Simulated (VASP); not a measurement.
The system is ZrSi7.

```
Zr Si
1.0
     5.73349    0.00000    0.00000
     0.00000    5.73349    0.00000
     0.00000    0.00000    5.73349
Zr Si
1 7
Direct
  0.00000 0.00000 0.00000
  0.25262 0.25262 0.25262
  0.00000 0.50000 0.50000
  0.50000 0.50000 0.00000
  0.50000 0.00000 0.50000
  0.74738 0.25262 0.74738
  0.74738 0.74738 0.25262
  0.25262 0.74738 0.74738
```

* Program: VASP 6.6.1
* Task: relaxation of cell and atoms
* Functional: PBE
* Potentials or basis: VASP PAW PBE potentials, release 64 (Zr_sv, Si)
* Cutoff: 600 eV
* k mesh: 4 × 4 × 4
* Occupations: gaussian, width 0.1 eV
* Spin: no spin polarisation

At the start: pressure -1.2 GPa; volume 23.56 Å³/atom.

Task: How do energy, volume and symmetry change on relaxing?

Result: Over 6 steps the energy falls by 67.9 meV/atom and the volume is 22.54 Å³/atom (-4.3 %); space group P-43m (No. 215, to 0.05 Å).

The path:
```
step  energy change (eV)  largest force (eV/Å)  pressure (GPa)  volume (Å³)
   1              0.0000                1.9635           -1.24       188.48
   2             -0.4967                0.5087           -0.86       183.53
   3             -0.5409                0.0532           -0.54       181.51
   4             -0.5408                0.0154           -0.57       181.65
   5             -0.5422                0.0434            0.37       179.41
   6             -0.5432                0.0200            0.00       180.29
```

Final structure:
```
Zr Si
1.0
     5.64927    0.00000    0.00000
     0.00000    5.64927    0.00000
     0.00000    0.00000    5.64927
Zr Si
1 7
Direct
  0.00000 0.00000 0.00000
  0.26578 0.26578 0.26578
  0.00000 0.50000 0.50000
  0.50000 0.50000 0.00000
  0.50000 0.00000 0.50000
  0.73422 0.26578 0.73422
  0.73422 0.73422 0.26578
  0.26578 0.73422 0.73422
```

Caveat: the relaxation stopped at a loose force limit of 0.05 eV/Å, so its end isn't a converged minimum.
